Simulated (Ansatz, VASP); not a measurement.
# Two plane-wave programs on AlN

```
Al N
1.0
     3.12069    0.00000    0.00000
    -1.56034    2.70259    0.00000
     0.00000    0.00000   10.11143
Al N
4 4
Direct
  0.00000 0.00000 0.99875
  0.33333 0.66667 0.24983
  0.00000 0.00000 0.49875
  0.66667 0.33333 0.74983
  0.00000 0.00000 0.18822
  0.33333 0.66667 0.43820
  0.00000 0.00000 0.68822
  0.66667 0.33333 0.93820
```

Alike in both runs: task single point; functional PBE; k mesh 9 × 9 × 2; no spin polarisation.

|  | VASP | Ansatz |
| --- | --- | --- |
| version | VASP 6.6.1 | Ansatz 0.2.0 |
| potentials or method | VASP PAW PBE potentials, release 64 (Al, N) | plane waves, PAW |
| plane-wave cutoff (eV) | 520 | 420 |
| occupations | gaussian, width 0.01 eV | fixed |
| valence electrons in the cell | 32 | 32 |

```csv
,VASP,Ansatz,Ansatz less VASP
gap on the k mesh at the Fermi level (eV),4.01,4.00,-0.009
pressure (GPa),-0.3,0.0,+0.27
```
